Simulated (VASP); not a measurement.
# SiO2 (P4_32_12) in VASP: a series of runs

The runs below take SiO2 through single point, with r2SCAN.

Program: VASP 6.6.1. These are calculated values, not measurements. Logs are shortened: lines on timing, memory, paths and dates and some standing lists are left out, and cuts for length are marked.

### Step 1. The cell of the first run

It takes space group P4_32_12 (No. 96, tetragonal). Conventional cell: a = 4.881 Å, b = 4.881 Å, c = 6.781 Å, α = 90.00°, β = 90.00°, γ = 90.00°. Within 2.1 Å of Si (site symmetry 2) lie 4 O at 1.61 Å. O (site symmetry 1) has 2 Si at 1.61 Å within 2.1 Å.

### Step 2. Single point, r2SCAN

POSCAR reads:

```
SiO2
1.0
    4.8813962900      0.0000000000      0.0000000000
    0.0000000000      4.8813962900      0.0000000000
    0.0000000000      0.0000000000      6.7811199700
Si O
4 8
Direct
    0.8118226849      0.8118226849      0.5000000000
    0.6881773151      0.3118226849      0.2500000000
    0.1881773151      0.1881773151      0.0000000000
    0.3118226849      0.6881773151      0.7500000000
    0.2656418776      0.3720251540      0.8101741374
    0.1279748460      0.7656418776      0.5601741374
    0.7343581224      0.6279748460      0.3101741374
    0.8720251540      0.2343581224      0.0601741374
    0.7656418776      0.1279748460      0.4398258626
    0.6279748460      0.7343581224      0.6898258626
    0.2343581224      0.8720251540      0.9398258626
    0.3720251540      0.2656418776      0.1898258626
```

INCAR.step1 reads:

```
PREC = Accurate
ENCUT = 520
ISMEAR = -1
SIGMA = 0.02
LREAL = False
LASPH = True
NELM = 100
NBANDS = 44
GGA = PE
ALGO = Normal
EDIFF = 1E-4
LWAVE = True
LCHARG = False
```

INCAR.step2 reads:

```
PREC = Accurate
ENCUT = 520
EDIFF = 1E-6
ISMEAR = -1
SIGMA = 0.02
LREAL = False
LASPH = True
NELM = 100
ALGO = Normal
ISIF = 2
LWAVE = False
LCHARG = False
METAGGA = R2SCAN
LMIXTAU = True
NBANDS = 44
ISTART = 1
```

KPOINTS reads:

```
Automatic mesh
0
Gamma
  6 6 4
```

Potentials or basis: VASP PAW PBE potentials, release 64 (Si, O).

Started as:

```sh
cat potpaw_PBE.64/Si/POTCAR potpaw_PBE.64/O/POTCAR > POTCAR
cp INCAR.step1 INCAR
mpirun -np 1 vasp_std > vasp.out
cp INCAR.step2 INCAR
mpirun -np 1 vasp_std > vasp.out
```

OUTCAR:

```text
PREC = Accurate
   ENCUT = 520
   EDIFF = 1E-6
   ISMEAR = -1
   LREAL = False
   LASPH = True
   NELM = 100
   ISIF = 2
   METAGGA = R2SCAN
   ISTART = 1

 ion  position               nearest neighbor table
   1  0.812  0.812  0.500-   6 1.61   9 1.61   7 1.61  10 1.61   2 3.03   4 3.03   2 3.03   4 3.03

   2  0.688  0.312  0.250-   7 1.61  12 1.61   9 1.61   8 1.61   1 3.03   3 3.03   1 3.03   3 3.03

   3  0.188  0.188  0.000-   8 1.61  11 1.61   5 1.61  12 1.61   2 3.03   4 3.03   4 3.03   2 3.03

   4  0.312  0.688  0.750-   5 1.61  10 1.61   6 1.61  11 1.61   1 3.03   3 3.03   3 3.03   1 3.03

   5  0.266  0.372  0.810-   4 1.61   3 1.61
   6  0.128  0.766  0.560-   1 1.61   4 1.61
   7  0.734  0.628  0.310-   2 1.61   1 1.61
   8  0.872  0.234  0.060-   3 1.61   2 1.61
   9  0.766  0.128  0.440-   1 1.61   2 1.61
  10  0.628  0.734  0.690-   4 1.61   1 1.61
  11  0.234  0.872  0.940-   3 1.61   4 1.61
  12  0.372  0.266  0.190-   2 1.61   3 1.61

  LATTYP: Found a simple tetragonal cell.
 ALAT       =     4.8813962900
 C/A-ratio  =     1.3891762863

  Lattice vectors:

 A1 = (   4.8813962900,   0.0000000000,   0.0000000000)
 A2 = (   0.0000000000,   4.8813962900,   0.0000000000)
 A3 = (   0.0000000000,   0.0000000000,   6.7811199700)

Analysis of symmetry for initial positions (statically):
=====================================================================
 Subroutine PRICEL returns:
 Original cell was already a primitive cell.

 Routine SETGRP: Setting up the symmetry group for a
 simple tetragonal supercell.

 Subroutine GETGRP returns: Found  8 space group operations
 (whereof  2 operations were pure point group operations)
 out of a pool of 16 trial point group operations.

The static configuration has the point symmetry C_2 .
 The point group associated with its full space group is D_4 .

Analysis of symmetry for dynamics (positions and initial velocities):
=====================================================================
 Subroutine PRICEL returns:
 Original cell was already a primitive cell.

 Routine SETGRP: Setting up the symmetry group for a
 simple tetragonal supercell.

 Subroutine GETGRP returns: Found  8 space group operations
 (whereof  2 operations were pure point group operations)
 out of a pool of 16 trial point group operations.

The dynamic configuration has the point symmetry C_2 .
 The point group associated with its full space group is D_4 .

 Subroutine INISYM returns: Found  8 space group operations
 (whereof  2 operations are pure point group operations),
 and found     1 'primitive' translations

----------------------------------------------------------------------------------------

                                     Primitive cell

  volume of cell :     161.5807

  direct lattice vectors                    reciprocal lattice vectors
     4.881396290  0.000000000  0.000000000     0.204859417  0.000000000  0.000000000
     0.000000000  4.881396290  0.000000000     0.000000000  0.204859417  0.000000000
     0.000000000  0.000000000  6.781119970     0.000000000  0.000000000  0.147468265

  length of vectors
     4.881396290  4.881396290  6.781119970     0.204859417  0.204859417  0.147468265

  position of ions in fractional coordinates (direct lattice)
     0.811822685  0.811822685  0.500000000
     0.688177315  0.311822685  0.250000000
     0.188177315  0.188177315  0.000000000
     0.311822685  0.688177315  0.750000000
     0.265641878  0.372025154  0.810174137
     0.127974846  0.765641878  0.560174137
     0.734358122  0.627974846  0.310174137
     0.872025154  0.234358122  0.060174137
     0.765641878  0.127974846  0.439825863
     0.627974846  0.734358122  0.689825863
     0.234358122  0.872025154  0.939825863
     0.372025154  0.265641878  0.189825863

  ion indices of the primitive-cell ions
   primitive index   ion index
                 1           1
                 2           2
                 3           3
                 4           4
                 5           5
                 6           6
                 7           7
                 8           8
                 9           9
                10          10
                11          11
                12          12

----------------------------------------------------------------------------------------

 KPOINTS: Automatic mesh

Automatic generation of k-mesh.
 Grid dimensions read from file:
 generate k-points for:    6    6    4

 Generating k-lattice:

  Cartesian coordinates                     Fractional coordinates (reciprocal lattice)
     0.034143236  0.000000000  0.000000000     0.166666667  0.000000000  0.000000000
     0.000000000  0.034143236  0.000000000     0.000000000  0.166666667  0.000000000
     0.000000000  0.000000000  0.036867066     0.000000000  0.000000000  0.250000000

  Length of vectors
     0.034143236  0.034143236  0.036867066

  Shift w.r.t. Gamma in fractional coordinates (k-lattice)
     0.000000000  0.000000000  0.000000000

 Subroutine IBZKPT returns following result:
 ===========================================

 Found     30 irreducible k-points:

 Following reciprocal coordinates:
            Coordinates               Weight
  0.000000  0.000000  0.000000      1.000000
  0.166667  0.000000  0.000000      4.000000
  0.333333  0.000000  0.000000      4.000000
  0.500000  0.000000  0.000000      2.000000
  0.166667  0.166667  0.000000      4.000000
  0.333333  0.166667  0.000000      8.000000
[... 16 lines left out ...]
  0.333333  0.000000  0.500000      4.000000
  0.500000  0.000000  0.500000      2.000000
 [... further k-points ...]
   k-points           NKPTS =     30   k-points in BZ     NKDIM =     30   number of bands    NBANDS=     44
   number of dos      NEDOS =    301   number of ions     NIONS =     12
   total plane-waves  NPLWV =  64800
   dimension x,y,z NGX =    36 NGY =   36 NGZ =   50
   dimension x,y,z NGXF=    72 NGYF=   72 NGZF=  100
   ions per type =               4   8
   NGX,Y,Z   is equivalent  to a cutoff of  12.26, 12.26, 12.26 a.u.
   NGXF,Y,Z  is equivalent  to a cutoff of  24.52, 24.52, 24.52 a.u.
 SYSTEM =  unknown system
   PREC   = accura    normal or accurate (medium, high low for compatibility)
   ISTART =      1    job   : 0-new  1-cont  2-samecut
   ICHARG =      0    charge: 1-file 2-atom 10-const
   ISPIN  =      1    spin polarized calculation?
   LNONCOLLINEAR =      F non collinear calculations
   LSORBIT =      F    spin-orbit coupling
   LASPH  =      T    aspherical Exc in radial PAW
   ENCUT  =  520.0 eV  38.22 Ry    6.18 a.u.   9.08  9.08 12.61*2*pi/ulx,y,z
   NELM   =    100;   NELMIN=  2; NELMDL=  0     # of ELM steps
   EDIFF  = 0.1E-05   stopping-criterion for ELM
   LREAL  =      F    real-space projection
   EDIFFG = 0.1E-04   stopping-criterion for IOM
   NSW    =      0    number of steps for IOM
   IBRION =     -1    ionic relax: 0-MD 1-quasi-New 2-CG
   NFREE  =      0    steps in history (QN), initial steepest desc. (CG)
   ISIF   =      2    stress and relaxation
   ISYM   =      2    0-nonsym 1-usesym 2-fastsym
   POTIM  = 0.5000    time-step for ionic-motion
   TEBEG  =    0.0;   TEEND  =   0.0 temperature during run
   PSTRESS=    0.0 pullay stress
   NELECT =      64.0000    total number of electrons
   NUPDOWN=      -1.0000    fix difference up-down
   EMIN   =  10.00;   EMAX   =-10.00  energy-range for DOS
   EFERMI =   0.00;   METHOD = LEGACY
   ISMEAR =    -1;   SIGMA  =   0.02  broadening in eV -4-tet -1-fermi 0-gaus
   EFERMI_NEDOS =   21; number of points for ismear=-14 and -15
   IALGO  =     38    algorithm
   IMIX   =      4    mixing-type and parameters
     AMIX     =   0.40;   BMIX     =  1.00
     AMIX_MAG =   1.60;   BMIX_MAG =  1.00
  volume/ion in A,a.u.               =      13.47        90.87
  Fermi-wavevector in a.u.,A,eV,Ry     =   1.202278  2.271976 19.666852  1.445473
  Thomas-Fermi vector in A             =   2.338064
   LORBIT       =      0    0 simple, 1 ext, 2 COOP (PROOUT), +10 PAW based schemes
   METAGGA = R2SCAN    functional components
   LHFCALC =     F    Hartree Fock is set to
   AEXX    =    0.0000 exact exchange contribution
   IVDW    =     0    specifies the selected vdW correction
   LEPSILON=     F    determine dielectric tensor
   LRPA    =     F    only Hartree local field effects (RPA)
 non-spin polarized calculation
  energy-cutoff  :      520.00
  volume of cell :      161.58
 maximum number of plane-waves:      4394
   NGX = 19   NGY = 19   NGZ = 25

 number of electron      63.9999955 magnetization

 Free energy of the ion-electron system (eV)
  ---------------------------------------------------
  ext. energy  EPLUGINS =         0.00000000
  ---------------------------------------------------
  free energy    TOTEN  =      -119.11419065 eV

  energy without entropy =     -119.11419065  energy(sigma->0) =     -119.11419065

 E-fermi :   0.5250     XC(G=0):  -9.2597

 val. band max:        0.1052086327   @ k =   0.0000   0.0000   0.0000
 cond. band min:       6.5851854987   @ k =   0.0000   0.0000   0.0000
 fundamental gap:      6.4799768660
 Fermi energy:         0.5249650406

 k-point     1 :       0.0000    0.0000    0.0000
  band No.  band energies     occupation
      1     -20.3832      2.00000
      2     -19.4549      2.00000
      3     -19.4549      2.00000
      4     -18.3229      2.00000
      5     -18.2291      2.00000
      6     -18.2273      2.00000
[... 36 lines left out ...]
     43      12.8520      0.00000
     44      13.0816      0.00000

 k-point     2 :       0.1667    0.0000    0.0000
  band No.  band energies     occupation
      1     -20.3211      2.00000
      2     -19.5104      2.00000
      3     -19.3845      2.00000
      4     -18.3281      2.00000
      5     -18.3270      2.00000
      6     -18.2525      2.00000
[... 36 lines left out ...]
     43      12.7642      0.00000
     44      12.7705      0.00000

 k-point     3 :       0.3333    0.0000    0.0000
  band No.  band energies     occupation
      1     -20.1490      2.00000
      2     -19.6735      2.00000
      3     -19.1852      2.00000
      4     -18.5790      2.00000
      5     -18.3344      2.00000
      6     -18.3024      2.00000
[... 36 lines left out ...]
     43      12.2359      0.00000
     44      12.9079      0.00000

 k-point     4 :       0.5000    0.0000    0.0000
  band No.  band energies     occupation
      1     -19.9100      2.00000
      2     -19.9100      2.00000
      3     -18.8949      2.00000
      4     -18.8949      2.00000
      5     -18.3316      2.00000
      6     -18.3316      2.00000
[... 882 lines left out ...]
     43      12.5529      0.00000
     44      12.5529      0.00000

 k-point    23 :       0.3333    0.0000    0.5000
  band No.  band energies     occupation
      1     -19.9678      2.00000
      2     -19.9678      2.00000
      3     -18.8482      2.00000
      4     -18.8482      2.00000
      5     -18.2970      2.00000
      6     -18.2970      2.00000
[... 36 lines left out ...]
     43      12.5717      0.00000
     44      12.5717      0.00000

 k-point    24 :       0.5000    0.0000    0.5000
  band No.  band energies     occupation
      1     -19.9015      2.00000
      2     -19.9015      2.00000
      3     -18.9228      2.00000
      4     -18.9228      2.00000
      5     -18.3115      2.00000
      6     -18.3115      2.00000
[... 36 lines left out ...]
     43      12.5795      0.00000
     44      12.5796      0.00000

 [... further k-points ...]

------------------------ aborting loop because EDIFF is reached ----------------------------------------

  FORCE on cell =-STRESS in cart. coord.  units (eV):
  Direction    XX          YY          ZZ          XY          YZ          ZX
  --------------------------------------------------------------------------------------
  -------------------------------------------------------------------------------------
  Total        1.4706726      1.4706726      0.8733190      0.0000000      0.0000000      0.0000000
  in kB       14.5826692     14.5826692      8.6595218      0.0000000      0.0000000      0.0000000
  external PRESSURE =      12.6082867 kB  Pullay stress =       0.0000000 kB

 VOLUME and BASIS-vectors are now :
 -----------------------------------------------------------------------------
  energy-cutoff  :      520.00
  volume of cell :      161.58
      direct lattice vectors                 reciprocal lattice vectors
     4.881396290  0.000000000  0.000000000     0.204859417  0.000000000  0.000000000
     0.000000000  4.881396290  0.000000000     0.000000000  0.204859417  0.000000000
     0.000000000  0.000000000  6.781119970     0.000000000  0.000000000  0.147468265

 POSITION                                       TOTAL-FORCE (eV/Angst)
 -----------------------------------------------------------------------------------
      3.96283      3.96283      3.39056         0.022821      0.022821     -0.000000
      3.35927      1.52213      1.69528        -0.022821      0.022821     -0.000000
      0.91857      0.91857      0.00000        -0.022821     -0.022821     -0.000000
      1.52213      3.35927      5.08584         0.022821     -0.022821     -0.000000
      1.29670      1.81600      5.49389        -0.000230     -0.001725      0.002548
      0.62470      3.73740      3.79861         0.001725     -0.000230      0.002548
      3.58469      3.06539      2.10333         0.000230      0.001725      0.002548
      4.25670      1.14399      0.40805        -0.001725      0.000230      0.002548
      3.73740      0.62470      2.98251        -0.000230      0.001725     -0.002548
      3.06539      3.58469      4.67779         0.001725      0.000230     -0.002548
      1.14399      4.25670      6.37307         0.000230     -0.001725     -0.002548
      1.81600      1.29670      1.28723        -0.001725     -0.000230     -0.002548
 -----------------------------------------------------------------------------------
    total drift:                                0.000000     -0.000000     -0.000000

  FREE ENERGIE OF THE ION-ELECTRON SYSTEM (eV)
  ---------------------------------------------------
  free  energy   TOTEN  =      -119.1141906458 eV

  energy  without entropy=     -119.1141906458  energy(sigma->0) =     -119.11419065
```

Run time: 4 min. Hardware: 1 thread of Intel Xeon 6975P-C (Granite Rapids), shared host; peak memory 0.34 GiB.

What came out:

| Property | Result |
| --- | --- |
| Free energy | -119.1142 eV |
| Pressure | 1.3 GPa |
| Largest force | 0.032 eV/Å |
| Band gap on the k mesh | 6.48 eV |

Forces in eV/Å, atoms in the order of the input:
```
Si   0.023  0.023  0.000
Si  -0.023  0.023  0.000
Si  -0.023 -0.023  0.000
Si   0.023 -0.023  0.000
O    0.000 -0.002  0.003
O    0.002  0.000  0.003
O    0.000  0.002  0.003
O   -0.002  0.000  0.003
O    0.000  0.002 -0.003
O    0.002  0.000 -0.003
O    0.000 -0.002 -0.003
O   -0.002  0.000 -0.003
```

Stress tensor (GPa, compression positive):
```
1.46 0.00 0.00
0.00 1.46 0.00
0.00 0.00 0.87
```

Levels at points of the mesh, in eV from the valence-band top:
| k point | band 30 | band 31 | band 32 | band 33 | band 34 | band 35 |
| --- | --- | --- | --- | --- | --- | --- |
| (0.00, 0.00, 0.00) | -0.39 | -0.39 | 0.00 | 6.48 | 9.72 | 9.72 |
| (0.50, 0.00, 0.00) | -0.69 | -0.51 | -0.51 | 8.67 | 8.67 | 10.12 |
| (0.50, 0.50, 0.00) | -0.59 | -0.51 | -0.51 | 9.60 | 9.60 | 9.74 |
| (0.00, 0.00, 0.50) | -0.60 | -0.37 | -0.37 | 7.85 | 7.85 | 10.24 |
| (0.50, 0.00, 0.50) | -0.92 | -0.21 | -0.21 | 9.11 | 9.11 | 9.94 |
| (0.50, 0.50, 0.50) | -0.56 | -0.56 | -0.56 | 10.11 | 10.11 | 10.11 |

Caveat: the PAW data sets were made with another functional, which shifts forces and pressure a little.

[end of part 1 of 2]
